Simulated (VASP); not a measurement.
Wanted: the native input for a VASP 6.6.1 run.

| Property | Result |
| --- | --- |
| Task | single point |
| Functional | PBE |
| Potentials or basis | VASP PAW PBE potentials, release 64 (Zn, S) |
| Cutoff | 520 eV |
| k mesh | 6 × 6 × 6 |
| Occupations | gaussian, width 0.01 eV |
| Spin | no spin polarisation |
| Dipole correction | no |
| Further INCAR settings | ALGO = Normal; EDIFF = 1e-07; NBANDS = 16 |

The structure of ZnS lies in POSCAR:

```
ZnS
1.0
    0.0000000000      2.7020000000      2.7020000000
    2.7020000000      0.0000000000      2.7020000000
    2.7020000000      2.7020000000      0.0000000000
Zn S
1 1
Direct
    0.2500000000      0.2500000000      0.2500000000
   -0.0370096225     -0.0370096225      0.0370096225
```

The input as run:

INCAR

```
SYSTEM = ZnS
PREC = Accurate ; ENCUT = 520
EDIFF = 1E-7 ; ISMEAR = 0
SIGMA = 0.01 ; LREAL = .False.
LASPH = .True. ; NELM = 80
ALGO = Normal ; ISIF = 2
LWAVE = .False. ; LCHARG = .True.
GGA = PE ; LELF = .True.
LVHAR = .True. ; NBANDS = 16
```

KPOINTS

```
regular mesh
0
Gamma
  6 6 6
  0 0 0
```

Potentials or basis: VASP PAW PBE potentials, release 64 (Zn, S).

Run with:

```bash
$ cat potpaw_PBE.64/Zn/POTCAR potpaw_PBE.64/S/POTCAR > POTCAR
$ mpirun -np 1 vasp_std > vasp.out
```

It gave:

```yaml
Pressure: 3.1 GPa
Largest_force: 1.137 eV/Å
Band_gap_on_the_k_mesh: 2.04 eV, direct
```

Caveat: forces of over 1 eV/Å act on the atoms, so gaps and moduli don't describe the material at rest.

Run time: 12 s on 1 thread of Intel(R) Xeon(R) 6975P-C (Granite Rapids), with other jobs on the host, peak memory 0.17 GiB.
